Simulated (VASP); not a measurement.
Here is a VASP 6.6.1 calculation.

Contents of POSCAR:

```
K2S
1.0
    0.0000000000      3.7753394480      3.7753394480
    3.7753394480      0.0000000000      3.7753394480
    3.7753394480      3.7753394480      0.0000000000
K S
2 1
Direct
    0.2500000000      0.2500000000      0.2500000000
    0.7500000000      0.7500000000      0.7500000000
    0.0000000000      0.0000000000      0.0000000000
```

Contents of INCAR.step1:

```
SYSTEM = K2S
PREC = Accurate ; ENCUT = 550
ISMEAR = 0 ; SIGMA = 0.01
LREAL = .FALSE. ; LASPH = .TRUE.
NELM = 120 ; NBANDS = 19
GGA = PE ; ALGO = Normal
EDIFF = 1E-5 ; LWAVE = .TRUE.
LCHARG = .FALSE. ; GGA_COMPAT = .FALSE.
```

The input INCAR.step2:

```
SYSTEM = K2S
PREC = Accurate ; ENCUT = 550
EDIFF = 1E-6 ; ISMEAR = 0
SIGMA = 0.01 ; LREAL = .FALSE.
LASPH = .TRUE. ; NELM = 120
ALGO = Normal ; ISIF = 2
LWAVE = .FALSE. ; LCHARG = .FALSE.
METAGGA = R2SCAN ; LMIXTAU = .TRUE.
NBANDS = 19 ; ISTART = 1
GGA_COMPAT = .FALSE.
```

File KPOINTS:

```
Automatic mesh
0
G
  6 6 6
  0 0 0
```

Potentials or basis: VASP PAW PBE potentials, release 64 (K_sv, S).

Run with:

```console
$ cat potpaw_PBE.64/K_sv/POTCAR potpaw_PBE.64/S/POTCAR > POTCAR
$ cp INCAR.step1 INCAR
$ mpirun -np 1 vasp_std > vasp.out
$ cp INCAR.step2 INCAR
$ mpirun -np 1 vasp_std > vasp.out
```

**Question.** Predict the pressure.

**Answer.** -1.0 GPa.

**Question.** Estimate the band gap on the k mesh.

**Answer.** 2.61 eV, indirect (least direct gap 2.76 eV).

Caveat: the PAW data sets were made with another functional, which shifts forces and pressure a little. A k mesh can miss the band edges.
